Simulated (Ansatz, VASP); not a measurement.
One calculation of Cd, two programs

```xyz
1
Lattice="0.0000 2.2718 2.2718 2.2718 0.0000 2.2718 2.2718 2.2718 0.0000" Properties=species:S:1:pos:R:3 pbc="T T T"
Cd    0.0000    0.0000    0.0000
```

Change from the starting cell: volume scaled by 1.03, PAW files.

Alike in both runs: task electric field gradients; functional PBE; k mesh 14 × 14 × 14; occupations fermi-dirac, width 0.03 eV; no spin polarisation.

```csv
,VASP,Ansatz
version,VASP 6.6.1,Ansatz 0.2.0
potentials or method,"VASP PAW PBE potentials, release 64 (Cd)","PAW with Ansatz's default frozen-core files, scalar-relativistic"
plane-wave cutoff (eV),520,420
valence electrons in the cell,12,20
```

|  | VASP | Ansatz | Ansatz less VASP |
| --- | --- | --- | --- |
| pressure (GPa) | -1.0 | -1.2 | -0.22 |

The functional is the same, so the differences come from potentials, cutoffs and numerics. VASP's potentials hold 12 valence electrons a cell and Ansatz's 20, so a difference there can come from the potentials and not from the codes.
